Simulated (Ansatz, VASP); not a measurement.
**One calculation of Pb, two programs**

POSCAR

```
Pb
1.0
    0.0000000000      2.5235621278      2.5235621278
    2.5235621278      0.0000000000      2.5235621278
    2.5235621278      2.5235621278      0.0000000000
Pb
1
Direct
    0.0000000000      0.0000000000      0.0000000000
```

Contents of INCAR.step1:

```
PREC     = Accurate       # precision mode
ENCUT    = 520            # plane-wave cutoff, eV
EDIFF    = 1E-5           # SCF threshold, eV
ISMEAR   = -1             # smearing method
SIGMA    = 0.05           # smearing width, eV
LREAL    = False          # projectors in reciprocal space
LASPH    = True           # aspherical terms in the spheres
NELM     = 60             # most SCF steps
ALGO     = Normal         # electronic algorithm
ISIF     = 2              # what is computed and relaxed
LWAVE    = True           # write WAVECAR
LCHARG   = False          # write CHGCAR
NBANDS   = 13             # bands
GGA      = PE             # functional
```

Contents of INCAR.step2:

```
PREC     = Accurate       # precision mode
ENCUT    = 520            # plane-wave cutoff, eV
EDIFF    = 1E-6           # SCF threshold, eV
ISMEAR   = -1             # smearing method
SIGMA    = 0.05           # smearing width, eV
LREAL    = False          # projectors in reciprocal space
LASPH    = True           # aspherical terms in the spheres
NELM     = 60             # most SCF steps
ALGO     = Normal         # electronic algorithm
ISIF     = 2              # what is computed and relaxed
LWAVE    = False          # write WAVECAR
LCHARG   = False          # write CHGCAR
GGA      = PE             # functional
LHFCALC  = True           # exact exchange
AEXX     = 0.25           # exact-exchange fraction
PRECFOCK = Normal       
NBANDS   = 13             # bands
ISTART   = 1
```

Contents of KPOINTS:

```
regular mesh
0
Gamma
  6 6 6
```

input

```
crystal:
  lattice:
    - [0.0, 2.5235621278, 2.5235621278]
    - [2.5235621278, 0.0, 2.5235621278]
    - [2.5235621278, 2.5235621278, 0.0]
  atoms:
    - { symbol: Pb, position: [0.0, 0.0, 0.0] }
hamiltonian:
  xc: pbe0
  pseudopotentials: { kind: paw }
kpoints:
  mp_grid: { grid: [6, 6, 6] }
scf:
  occupations: { method: fermi_dirac, width: 0.05 }
output:
  forces: true
  stress: true
  eigenvalues: true
  write_density: true
  write_potential: true
  elf: true
  volumetric_format: npy
```

Alike in both runs: task single point; functional PBE0; k mesh 6 × 6 × 6; occupations fermi-dirac, width 0.05 eV; no spin polarisation.

```csv
,VASP,Ansatz
version,VASP 6.6.1,Ansatz 0.2.0
potentials or method,"VASP PAW PBE potentials, release 64 (Pb_d)",Ansatz PAW
plane-wave cutoff (eV),520,420
valence electrons in the cell,14,14
```

Ansatz gave:

| Property | Result |
| --- | --- |
| gap on the k mesh at the Fermi level (eV) | none |
| pressure (GPa) | -0.9 |

Estimate VASP's values.

gap on the k mesh at the Fermi level (eV): none; pressure (GPa): -1.0.

A gap of «none» marks a metal or a gap that the smearing closes. The functional is the same, so the differences come from potentials, cutoffs and numerics.

Spin-orbit coupling is off throughout.
